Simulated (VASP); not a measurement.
# In2GaAs3 (Imm2) in VASP: single point with PBEsol

Aim: the single point of In2GaAs3 with PBEsol.

Program: VASP 6.6.1. These are calculated values, not measurements. Logs are shortened: lines on timing, memory, paths and dates and some standing lists are left out, and cuts for length are marked.

## (1) The cell of the first run

The structure is orthorhombic, space group Imm2 (No. 44). Conventional cell: a = 4.194 Å, b = 4.279 Å, c = 17.729 Å, α = 90.00°, β = 90.00°, γ = 90.00°. In (site symmetry mm2) has 4 As at 2.62 to 2.63 Å within 3.5 Å. Within 3.5 Å of In (site symmetry mm2) lie 4 As at 2.62 to 2.63 Å. Ga (site symmetry mm2) has 4 As at 2.49 to 2.51 Å within 3.3 Å. As (site symmetry mm2) has 4 In at 2.62 to 2.63 Å within 3.5 Å. As (site symmetry mm2) has 2 Ga at 2.49 Å and 2 In at 2.63 Å within 3.3 Å. Within 3.3 Å of As (site symmetry mm2) lie 2 Ga at 2.51 Å and 2 In at 2.62 Å.

## (2) Single point, PBEsol (uniaxial strain along a: +2.0 %, then relaxed in part)

The input, INCAR:

```
SYSTEM = In2GaAs3
PREC = Accurate
ENCUT = 520
EDIFF = 1E-7
ISMEAR = 0
SIGMA = 0.1
LREAL = .FALSE.
LASPH = .TRUE.
NELM = 80
ALGO = Normal
ISIF = 2
LWAVE = .FALSE.
LCHARG = .FALSE.
GGA = PS
NBANDS = 66
KPAR = 4
```

The input, KPOINTS:

```
regular mesh
0
G
  8 8 2
  0 0 0
```

The input, POSCAR:

```
In2GaAs3
1.0
    4.2790887606      0.0000000000      0.0000000000
    0.0000000000      4.1944012020      0.0000000000
    0.0000000000      0.0000000000     17.7287853098
In Ga As
4 2 6
Direct
    0.0000000000      0.0000000000      0.3366188566
    0.5000000000      0.5000000000      0.1621747392
    0.5000000000      0.5000000000      0.8366188566
    0.0000000000      0.0000000000      0.6621747392
    0.0000000000      0.0000000000     -0.0003977387
    0.5000000000      0.5000000000      0.4996022613
    0.5000000000      0.0000000000      0.2505344620
    0.0000000000      0.5000000000      0.0755020165
    0.0000000000      0.5000000000      0.4255676644
    0.0000000000      0.5000000000      0.7505344620
    0.5000000000      0.0000000000      0.5755020165
    0.5000000000      0.0000000000      0.9255676644
```

Potentials or basis: VASP PAW PBE potentials, release 64 (In_d, Ga_d, As).

Command:

```console
$ cat potpaw_PBE.64/In_d/POTCAR potpaw_PBE.64/Ga_d/POTCAR potpaw_PBE.64/As/POTCAR > POTCAR
$ mpirun -np 4 vasp_std > vasp.out
```

OUTCAR:

```text
SYSTEM = In2GaAs3
   PREC = Accurate
   ENCUT = 520
   EDIFF = 1E-7
   ISMEAR = 0
   LREAL = .FALSE.
   LASPH = .TRUE.
   NELM = 80
   ISIF = 2
   GGA = PS

 ion  position               nearest neighbor table
   1  0.000  0.000  0.337-   9 2.62   9 2.62   7 2.63   7 2.63
   2  0.500  0.500  0.162-   7 2.62   7 2.62   8 2.63   8 2.63
   3  0.500  0.500  0.837-  12 2.62  12 2.62  10 2.63  10 2.63
   4  0.000  0.000  0.662-  10 2.62  10 2.62  11 2.63  11 2.63
   5  0.000  0.000  1.000-   8 2.49   8 2.49  12 2.51  12 2.51
   6  0.500  0.500  0.500-  11 2.49  11 2.49   9 2.51   9 2.51
   7  0.500  0.000  0.251-   2 2.62   2 2.62   1 2.63   1 2.63
   8  0.000  0.500  0.076-   5 2.49   5 2.49   2 2.63   2 2.63
   9  0.000  0.500  0.426-   6 2.51   6 2.51   1 2.62   1 2.62
  10  0.000  0.500  0.751-   4 2.62   4 2.62   3 2.63   3 2.63
  11  0.500  0.000  0.576-   6 2.49   6 2.49   4 2.63   4 2.63
  12  0.500  0.000  0.926-   5 2.51   5 2.51   3 2.62   3 2.62

  LATTYP: Found a simple orthorhombic cell.
 ALAT       =     4.1944012020
 B/A-ratio  =     1.0201906195
 C/A-ratio  =     4.2267738483

  Lattice vectors:

 A1 = (   0.0000000000,  -4.1944012020,   0.0000000000)
 A2 = (   4.2790887606,   0.0000000000,   0.0000000000)
 A3 = (   0.0000000000,   0.0000000000,  17.7287853098)

Analysis of symmetry for initial positions (statically):
=====================================================================
 Subroutine PRICEL returns following result:

  LATTYP: Found a body centered orthorhombic cell.
 ALAT       =     4.1944012020
 B/A-ratio  =     1.0201906195
 C/A-ratio  =     4.2267738483

  Lattice vectors:

 A1 = (   2.1395443803,   2.0972006010,   8.8643926549)
 A2 = (  -2.1395443803,  -2.0972006010,   8.8643926549)
 A3 = (   2.1395443803,  -2.0972006010,  -8.8643926549)

   2 primitive cells build up your supercell.

 Routine SETGRP: Setting up the symmetry group for a
 simple orthorhombic supercell.

 Subroutine GETGRP returns: Found  4 space group operations
 (whereof  4 operations were pure point group operations)
 out of a pool of  8 trial point group operations.

The static configuration has the point symmetry C_2v.

Analysis of symmetry for dynamics (positions and initial velocities):
=====================================================================
 Subroutine PRICEL returns following result:

  LATTYP: Found a body centered orthorhombic cell.
 ALAT       =     4.1944012020
 B/A-ratio  =     1.0201906195
 C/A-ratio  =     4.2267738483

  Lattice vectors:

 A1 = (   2.1395443803,   2.0972006010,   8.8643926549)
 A2 = (  -2.1395443803,  -2.0972006010,   8.8643926549)
 A3 = (   2.1395443803,  -2.0972006010,  -8.8643926549)

   2 primitive cells build up your supercell.

 Routine SETGRP: Setting up the symmetry group for a
 simple orthorhombic supercell.

 Subroutine GETGRP returns: Found  4 space group operations
 (whereof  4 operations were pure point group operations)
 out of a pool of  8 trial point group operations.

The dynamic configuration has the point symmetry C_2v.

 Subroutine INISYM returns: Found  4 space group operations
 (whereof  4 operations are pure point group operations),
 and found     2 'primitive' translations

----------------------------------------------------------------------------------------

                                     Primitive cell

  volume of cell :     159.1000

  direct lattice vectors                    reciprocal lattice vectors
     2.139544380  2.097200601  8.864392655     0.233694615  0.000000000  0.056405444
    -2.139544380 -2.097200601  8.864392655     0.000000000 -0.238413054  0.056405444
     2.139544380 -2.097200601 -8.864392655     0.233694615 -0.238413054  0.000000000

  length of vectors
     9.356995119  9.356995119  9.356995119     0.240405381  0.244994609  0.333847207

  position of ions in fractional coordinates (direct lattice)
     0.336618857  0.336618857  0.000000000
     0.662174739  0.662174739  0.000000000
     0.999602261  0.999602261  0.000000000
     0.750534462  0.250534462  0.500000000
     0.075502017  0.575502017  0.500000000
     0.425567664  0.925567664  0.500000000

  ion indices of the primitive-cell ions
   primitive index   ion index
                 1           1
                 2           4
                 3           5
                 4           7
                 5          11
                 6           9

----------------------------------------------------------------------------------------

 KPOINTS: regular mesh

Automatic generation of k-mesh.
 Grid dimensions read from file:
 generate k-points for:    8    8    2

 Generating k-lattice:

  Cartesian coordinates                     Fractional coordinates (reciprocal lattice)
     0.029211827  0.000000000  0.000000000     0.125000000  0.000000000  0.000000000
     0.000000000  0.029801632  0.000000000     0.000000000  0.125000000  0.000000000
     0.000000000  0.000000000  0.028202722     0.000000000  0.000000000  0.500000000

  Length of vectors
     0.029211827  0.029801632  0.028202722

  Shift w.r.t. Gamma in fractional coordinates (k-lattice)
     0.000000000  0.000000000  0.000000000

 Subroutine IBZKPT returns following result:
 ===========================================

 Found     50 irreducible k-points:

 Following reciprocal coordinates:
            Coordinates               Weight
  0.000000  0.000000  0.000000      1.000000
  0.125000  0.000000  0.000000      2.000000
  0.250000  0.000000  0.000000      2.000000
  0.375000  0.000000  0.000000      2.000000
  0.500000  0.000000  0.000000      1.000000
  0.000000  0.125000  0.000000      2.000000
[... 16 lines left out ...]
  0.250000  0.500000  0.000000      2.000000
  0.375000  0.500000  0.000000      2.000000
 [... further k-points ...]
   k-points           NKPTS =     50   k-points in BZ     NKDIM =     50   number of bands    NBANDS=     66
   number of dos      NEDOS =    301   number of ions     NIONS =     12
   total plane-waves  NPLWV = 143360
   dimension x,y,z NGX =    32 NGY =   32 NGZ =  140
   dimension x,y,z NGXF=    64 NGYF=   64 NGZF=  280
   ions per type =               4   2   6
   NGX,Y,Z   is equivalent  to a cutoff of  12.43, 12.68, 13.13 a.u.
   NGXF,Y,Z  is equivalent  to a cutoff of  24.86, 25.37, 26.26 a.u.
 SYSTEM =  In2GaAs3
   PREC   = accura    normal or accurate (medium, high low for compatibility)
   ISTART =      0    job   : 0-new  1-cont  2-samecut
   ICHARG =      2    charge: 1-file 2-atom 10-const
   ISPIN  =      1    spin polarized calculation?
   LNONCOLLINEAR =      F non collinear calculations
   LSORBIT =      F    spin-orbit coupling
   LASPH  =      T    aspherical Exc in radial PAW
   ENCUT  =  520.0 eV  38.22 Ry    6.18 a.u.   7.96  7.80 32.96*2*pi/ulx,y,z
   NELM   =     80;   NELMIN=  2; NELMDL= -5     # of ELM steps
   EDIFF  = 0.1E-06   stopping-criterion for ELM
   LREAL  =      F    real-space projection
   EDIFFG = 0.1E-05   stopping-criterion for IOM
   NSW    =      0    number of steps for IOM
   IBRION =     -1    ionic relax: 0-MD 1-quasi-New 2-CG
   NFREE  =      0    steps in history (QN), initial steepest desc. (CG)
   ISIF   =      2    stress and relaxation
   ISYM   =      2    0-nonsym 1-usesym 2-fastsym
   POTIM  = 0.5000    time-step for ionic-motion
   TEBEG  =    0.0;   TEEND  =   0.0 temperature during run
   PSTRESS=    0.0 pullay stress
   NELECT =     108.0000    total number of electrons
   NUPDOWN=      -1.0000    fix difference up-down
   EMIN   =  10.00;   EMAX   =-10.00  energy-range for DOS
   EFERMI =   0.00;   METHOD = LEGACY
   ISMEAR =     0;   SIGMA  =   0.10  broadening in eV -4-tet -1-fermi 0-gaus
   EFERMI_NEDOS =   21; number of points for ismear=-14 and -15
   IALGO  =     38    algorithm
   IMIX   =      4    mixing-type and parameters
     AMIX     =   0.40;   BMIX     =  1.00
     AMIX_MAG =   1.60;   BMIX_MAG =  1.00
  volume/ion in A,a.u.               =      26.52       178.94
  Fermi-wavevector in a.u.,A,eV,Ry     =   1.141956  2.157984 17.742858  1.304063
  Thomas-Fermi vector in A             =   2.278655
   LORBIT       =      0    0 simple, 1 ext, 2 COOP (PROOUT), +10 PAW based schemes
   GGA     = PS    functional components
   LHFCALC =     F    Hartree Fock is set to
   AEXX    =    0.0000 exact exchange contribution
   IVDW    =     0    specifies the selected vdW correction
   LEPSILON=     F    determine dielectric tensor
   LRPA    =     F    only Hartree local field effects (RPA)
 non-spin polarized calculation
 Gauss-broadening in eV      SIGMA  =   0.10
  energy-cutoff  :      520.00
  volume of cell :      318.20
 maximum number of plane-waves:      8620
 NGX is ok and might be reduce to    32
   NGX = 15   NGY = 15   NGZ = 65

 number of electron     108.0000029 magnetization

 Free energy of the ion-electron system (eV)
  ---------------------------------------------------
  ext. energy  EPLUGINS =         0.00000000
  ---------------------------------------------------
  free energy    TOTEN  =       -51.89770227 eV

  energy without entropy =      -51.89640292  energy(sigma->0) =      -51.89705259

 E-fermi :   4.0776     XC(G=0):  -9.3409

 val. band max:        4.0164464669   @ k =   0.1250   0.0000   0.0000
 cond. band min:       4.0782242010   @ k =   0.0000   0.0000   0.0000
 fundamental gap:      0.0617777340
 Fermi energy:         4.0776450845

 k-point     1 :       0.0000    0.0000    0.0000
  band No.  band energies     occupation
      1     -10.8178      2.00000
      2     -10.8174      2.00000
      3     -10.7628      2.00000
      4     -10.7628      2.00000
      5     -10.7600      2.00000
      6     -10.7600      2.00000
[... 1645 lines left out ...]
     65       8.1188      0.00000
     66       8.1188      0.00000

 [... further k-points ...]

------------------------ aborting loop because EDIFF is reached ----------------------------------------

  FORCE on cell =-STRESS in cart. coord.  units (eV):
  Direction    XX          YY          ZZ          XY          YZ          ZX
  --------------------------------------------------------------------------------------
  -------------------------------------------------------------------------------------
  Total       -2.8200046      0.2056258      0.2016634      0.0000000      0.0000000      0.0000000
  in kB      -14.1990782      1.0353516      1.0154007      0.0000000      0.0000000      0.0000000
  external PRESSURE =      -4.0494420 kB  Pullay stress =       0.0000000 kB

 VOLUME and BASIS-vectors are now :
 -----------------------------------------------------------------------------
  energy-cutoff  :      520.00
  volume of cell :      318.20
      direct lattice vectors                 reciprocal lattice vectors
     4.279088761  0.000000000  0.000000000     0.233694615  0.000000000  0.000000000
     0.000000000  4.194401202  0.000000000     0.000000000  0.238413054  0.000000000
     0.000000000  0.000000000 17.728785310     0.000000000  0.000000000  0.056405444

 POSITION                                       TOTAL-FORCE (eV/Angst)
 -----------------------------------------------------------------------------------
      0.00000      0.00000      5.96784        -0.000000      0.000000     -0.000552
      2.13954      2.09720      2.87516         0.000000     -0.000000     -0.001612
      2.13954      2.09720     14.83224         0.000000     -0.000000     -0.000552
      0.00000      0.00000     11.73955        -0.000000      0.000000     -0.001612
      0.00000      0.00000     17.72173        -0.000000      0.000000     -0.001832
      2.13954      2.09720      8.85734         0.000000      0.000000     -0.001832
      2.13954      0.00000      4.44167        -0.000000      0.000000      0.004420
      0.00000      2.09720      1.33856        -0.000000      0.000000      0.000237
      0.00000      2.09720      7.54480        -0.000000      0.000000     -0.000661
      0.00000      2.09720     13.30606        -0.000000      0.000000      0.004420
      2.13954      0.00000     10.20295        -0.000000      0.000000      0.000237
      2.13954      0.00000     16.40919        -0.000000      0.000000     -0.000661
 -----------------------------------------------------------------------------------
    total drift:                                0.000000     -0.000000      0.002853

  FREE ENERGIE OF THE ION-ELECTRON SYSTEM (eV)
  ---------------------------------------------------
  free  energy   TOTEN  =       -51.8977022661 eV

  energy  without entropy=      -51.8964029232  energy(sigma->0) =      -51.89705259
```

It took 9.5 min on 4 MPI ranks of Oxide Virtual Turin-like, shared host; peak memory 0.92 GiB.

What came out:

```
Free energy            : -51.8977 eV
Pressure               : -0.4 GPa
Largest force          : 0.004 eV/Å
Band gap on the k mesh : 0.06 eV
```

Forces in eV/Å, atoms in the order of the input:
```
In   0.000  0.000 -0.001
In   0.000  0.000 -0.002
In   0.000  0.000 -0.001
In   0.000  0.000 -0.002
Ga   0.000  0.000 -0.002
Ga   0.000  0.000 -0.002
As   0.000  0.000  0.004
As   0.000  0.000  0.000
As   0.000  0.000 -0.001
As   0.000  0.000  0.004
As   0.000  0.000  0.000
As   0.000  0.000 -0.001
```

Caveat: the cell differs from its parent crystal (uniaxial strain along a: +2.0 %, then relaxed in part); semilocal functionals underestimate gaps, and a narrow one can read as zero; the PAW data sets were made with another functional, which shifts forces and pressure a little; spin-orbit coupling is left out, which moves the levels of the heavy elements.
